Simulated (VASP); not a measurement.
Write the native input for VASP 6.6.1 that does the following.

| Item | Value |
| --- | --- |
| Task | single point |
| Functional | PBEsol |
| Potentials or basis | VASP PAW PBE potentials, release 64 (Si, Ge_d) |
| Cutoff | 520 eV |
| k mesh | 2 × 2 × 2 |
| Occupations | gaussian, width 0.02 eV |
| Spin | no spin polarisation |
| Dipole correction | no |
| Further INCAR settings | LREAL = Auto; ALGO = Normal; EDIFF = 1e-06; NBANDS = 53 |

The structure of Si16Ge (a cell with a defect) lies in POSCAR:

```
Si16Ge
1.0
    0.0000000000      5.4300000000      5.4300000000
    5.4300000000      0.0000000000      5.4300000000
    5.4300000000      5.4300000000      0.0000000000
Si Ge
16 1
Direct
   -0.0113790976      0.0020971455      0.0031511050
    0.1216807551      0.1279984346      0.1288483425
    0.0004064457     -0.0018416206      0.5014033149
    0.1196837937      0.1305941068      0.6206900552
    0.0002157459      0.5005744936     -0.0007395028
    0.1194875691      0.6199704420      0.1314540516
    0.0001739411      0.5015778085      0.5022700737
    0.1240997238      0.6256319521      0.6266949355
    0.5063621547      0.0025115101      0.0025179558
    0.6251103131      0.1249213628      0.1248648250
    0.5023018416      0.0077406998      0.4884924494
    0.6295826888      0.1307519337      0.6204287293
    0.5015985267      0.4885058932      0.0081104972
    0.6291717311      0.6201776243      0.1311654696
    0.4965206262      0.5015541436      0.5021604052
    0.6276650092      0.6222591160      0.6228143646
    0.3751954880      0.8747846225      0.8746330571
```

These files were run (other wordings do the same):

INCAR

```
SYSTEM = Si16Ge
ALGO = Normal ; EDIFF = 1E-6
ENCUT = 520 ; GGA = PS
ISIF = 2 ; ISMEAR = 0
LASPH = .True. ; LCHARG = .False.
LREAL = Auto ; LWAVE = .False.
NBANDS = 53 ; NELM = 60
PREC = Accurate ; SIGMA = 0.02
```

KPOINTS

```
k-points
0
Gamma
  2 2 2
  0 0 0
```

Potentials or basis: VASP PAW PBE potentials, release 64 (Si, Ge_d).

The run is started by

```bash
$ cat potpaw_PBE.64/Si/POTCAR potpaw_PBE.64/Ge_d/POTCAR > POTCAR
$ mpirun -np 1 vasp_std > vasp.out
```

Results of the run:

The pressure is 4.7 GPa and the largest force is 0.027 eV/Å. The band gap on the k mesh is zero (band 39 reaches 6.88 eV, above the bottom of band 40 at 6.55 eV).

Caveat: the k points lie up to 0.50 Å⁻¹ apart; the PAW data sets were made with another functional, which shifts forces and pressure a little.

Wall time 2.3 min on 1 thread of Intel(R) Xeon(R) 6975P-C (Granite Rapids), with other jobs on the host, peak memory 0.49 GiB.
